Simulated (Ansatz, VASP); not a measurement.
**One calculation of Bi, two programs**

```
Bi
1.0
     2.27604   -6.21931    0.00000
     2.27604    6.21931    0.00000
     0.00000    0.00000    4.71566
Bi
4
Direct
  0.12158 0.87842 0.96926
  0.62158 0.37842 0.53074
  0.87842 0.12158 0.03074
  0.37842 0.62158 0.46926
```

Alike in both runs: functional PBEsol; k mesh 4 × 4 × 4; occupations gaussian, width 0.1 eV; no spin polarisation.

Ansatz relaxed the structure, and its values are those at the end. VASP's run is a single point on that final structure, the one shown.

```csv
,VASP,Ansatz
version,VASP 6.6.1,Ansatz 0.2.0
potentials or method,"VASP PAW PBE potentials, release 64 (Bi_d), cutoff 520 eV","scalar-relativistic, plane waves, PAW"
valence electrons in the cell,60,60
```

```csv
,VASP,Ansatz,Ansatz less VASP
gap on the k mesh at the Fermi level (eV),none,none,-
pressure (GPa),0.1,0.2,+0.07
rms of the force components (eV/Å),0.013,0.009,-0.0040
```

VASP's potentials were made for PBE, not for PBEsol. A gap of «none» marks a metal or a gap that the smearing closes.

The k mesh is coarse, so the values compare programs but aren't converged. Spin-orbit coupling is off throughout.
